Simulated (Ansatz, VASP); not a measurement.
One calculation of CuO, two programs

INCAR

```
PREC = Accurate ; ENCUT = 520
EDIFF = 1E-7 ; ISMEAR = -1
SIGMA = 0.05 ; LREAL = False
LASPH = True ; NELM = 100
ALGO = Normal ; ISIF = 2
LWAVE = False ; LCHARG = False
GGA = B5 ; ALDAX = 1.0
AGGAX = 1.0 ; AGGAC = 1.0
ALDAC = 0.0 ; NBANDS = 25
```

The input KPOINTS:

```
regular mesh
0
Gamma
  10 10 6
```

The input POSCAR:

```
CuO
1.0
    0.0000000000     -2.0879543312     -2.0879543312
   -2.0879543312      0.0000000000     -2.0879543312
    2.0879543312      2.0879543312     -4.1759086624
Cu O
2 2
Direct
    0.5038875400      0.4769880100      0.4880064000
    0.0038875400      0.9769880100      0.9880064000
    0.7461124600      0.7730119900      0.7619936000
    0.2461124600      0.2730119900      0.2619936000
```

The input input.yaml:

```yaml
crystal:
  lattice:
    - [0.0, -2.0879543312, -2.0879543312]
    - [-2.0879543312, 0.0, -2.0879543312]
    - [2.0879543312, 2.0879543312, -4.1759086624]
  atoms:
    - { symbol: Cu, position: [0.50388754, 0.47698801, 0.4880064] }
    - { symbol: Cu, position: [0.00388754, 0.97698801, 0.9880064] }
    - { symbol: O, position: [0.74611246, 0.77301199, 0.7619936] }
    - { symbol: O, position: [0.24611246, 0.27301199, 0.2619936] }
hamiltonian:
  xc: blyp
  pseudopotentials: { kind: paw }
kpoints:
  mp_grid: { grid: [10, 10, 6] }
scf:
  occupations: { method: fermi_dirac, width: 0.05 }
output:
  forces: true
  stress: true
  eigenvalues: true
  write_density: true
  write_potential: true
  elf: true
  volumetric_format: npy
```

Alike in both runs: task single point; functional BLYP; k mesh 10 × 10 × 6; occupations fermi-dirac, width 0.05 eV; no spin polarisation.

```csv
,VASP,Ansatz
version,VASP 6.6.1,Ansatz 0.2.0
potentials or method,"VASP PAW PBE potentials, release 64 (Cu, O)",Ansatz PAW
plane-wave cutoff (eV),520,420
valence electrons in the cell,34,50
```

|  | VASP | Ansatz | Ansatz less VASP |
| --- | --- | --- | --- |
| gap on the k mesh at the Fermi level (eV) | none | none | - |
| pressure (GPa) | 23.5 | 22.7 | -0.71 |
| traceless stress, the component that is largest in VASP (GPa) | 6.44 | 6.02 | -0.424 |
| rms of the force components (eV/Å) | 0.892 | 0.853 | -0.0388 |

VASP's potentials were made for PBE, not for BLYP. Atom by atom the forces differ by 0.039 eV/Å (rms over components). A gap of «none» marks a metal or a gap that the smearing closes. The functional is the same, so the differences come from potentials, cutoffs and numerics. VASP's potentials hold 34 valence electrons a cell and Ansatz's 50, so a difference there can come from the potentials and not from the codes.
